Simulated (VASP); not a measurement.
Write the native input for VASP 6.6.1 that does the following.

* Task: single point
* Functional: PBE
* Dispersion: D3(BJ)
* Potentials or basis: VASP PAW PBE potentials, release 64 (N, S, O)
* Cutoff: 520 eV
* k mesh: 1 × 1 × 1
* Occupations: fermi-dirac, width 0.02 eV
* Spin: no spin polarisation
* Dipole correction: no
* Further INCAR settings: LREAL = Auto; ALGO = Normal; EDIFF = 1e-06; NBANDS = 88

The structure of SN2O2 lies in POSCAR:

```
SN2O2
1.0
    9.5023080000      0.0000000000      0.0000000000
    0.0000000000      9.5023080000      0.0000000000
    0.0000000000      0.0000000000      9.5023080000
N S O
10 5 10
Direct
    0.0449890700      0.1735578346      0.2336905939
    0.0034202217      0.1361879661      0.3381494264
    0.2275973374      0.7370630377      0.5952448605
    0.1411867517      0.7597627861      0.5252618627
    0.4395037500      0.7701181650      0.9969051729
    0.4252335327      0.6731732964      0.9425078623
    0.7080595577      0.1291265238      0.4284011842
    0.6450853835      0.2228195508      0.4047542976
    1.0048400873      0.0691410971      0.7729701037
    0.9900015870      0.1638233574      0.8433319568
    0.9686909749      0.7975851761      0.1183186232
    0.6675851804      0.2110539881      0.8986553583
    0.6485056052      0.6780352731      0.4121419765
    0.2586950455      0.3852642958      0.6994090278
    0.2810159384      0.4689597517      0.2124957431
    0.9254909439      0.6868752307      0.2198202795
    0.9415922953      0.8002582110     -0.0310345655
    0.5309341688      0.2162211539      0.8256941366
    0.6617023990      0.1606346584      1.0469035523
    0.6091151750      0.5298502217      0.3717938842
    0.7431141992      0.6913373046      0.5340912966
    0.1558779193      0.4262648611      0.8076669373
    0.2305229424      0.2469715779      0.6301732169
    0.2608734636      0.6237011050      0.2033190252
    0.3233424974      0.3880215207      0.0958293501
```

These files were run (other wordings do the same):

INCAR

```
PREC = Accurate
ENCUT = 520
EDIFF = 1E-6
ISMEAR = -1
SIGMA = 0.02
LREAL = Auto
LASPH = True
NELM = 60
ALGO = Normal
ISIF = 2
LWAVE = False
LCHARG = True
GGA = PE
IVDW = 12
LELF = True
LVHAR = True
NBANDS = 88
```

KPOINTS

```
Automatic mesh
0
Gamma
  1 1 1
```

Potentials or basis: VASP PAW PBE potentials, release 64 (N, S, O).

Launch:

```console
$ cat potpaw_PBE.64/N/POTCAR potpaw_PBE.64/S/POTCAR potpaw_PBE.64/O/POTCAR > POTCAR
$ mpirun -np 1 vasp_gam > vasp.out
```

Results of the run:

* Pressure: -0.3 GPa
* Largest force: 8.732 eV/Å
* Dispersion energy per atom: -0.043 eV

Caveat: the k points lie up to 0.66 Å⁻¹ apart; the standard files for N, O and F lose accuracy on very short bonds; the atoms stand as in a frame of molecular dynamics.

It took 3 min on 1 thread of Intel(R) Xeon(R) Platinum 8375C CPU @ 2.90GHz (Ice Lake), on a shared host, peak memory 0.71 GiB.
